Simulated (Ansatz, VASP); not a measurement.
**Ni in VASP and in Ansatz**

```
Ni
1.0
     0.00000    1.71250    1.71250
     1.71250    0.00000    1.71250
     1.71250    1.71250    0.00000
Ni
1
Direct
  0.00000 0.00000 0.00000
```

Alike in both runs: functional LDA; k mesh 21 × 21 × 21; occupations fermi-dirac, width 0.1 eV; collinear spin.

Ansatz relaxed the structure, and its values are those at the end. VASP's run is a single point on that final structure, the one shown.

```csv
,VASP,Ansatz
version,VASP 6.6.1,Ansatz 0.2.0
potentials or method,"VASP PAW LDA potentials, release 64 (Ni)","PAW with Ansatz's default frozen-core files, scalar-relativistic"
plane-wave cutoff (eV),520,420
valence electrons in the cell,10,18
```

VASP gave:

```
pressure (GPa)                                                : -0.1
net moment per atom (μB)                                      : 0.55
size of the moment on the site where the two differ most (μB) : 0.55
```

Question: Which values does Ansatz return?

Answer: Pressure (GPa): 0.0; net moment per atom (μB): 0.57; size of the moment on the site where the two differ most (μB): 0.59.

LDA's correlation is that of Perdew and Zunger in VASP and of Perdew and Wang (1992) in Ansatz. Site moments also hang on the region over which each program counts them. VASP's potentials hold 10 valence electrons a cell and Ansatz's 18, so a difference there can come from the potentials and not from the codes.
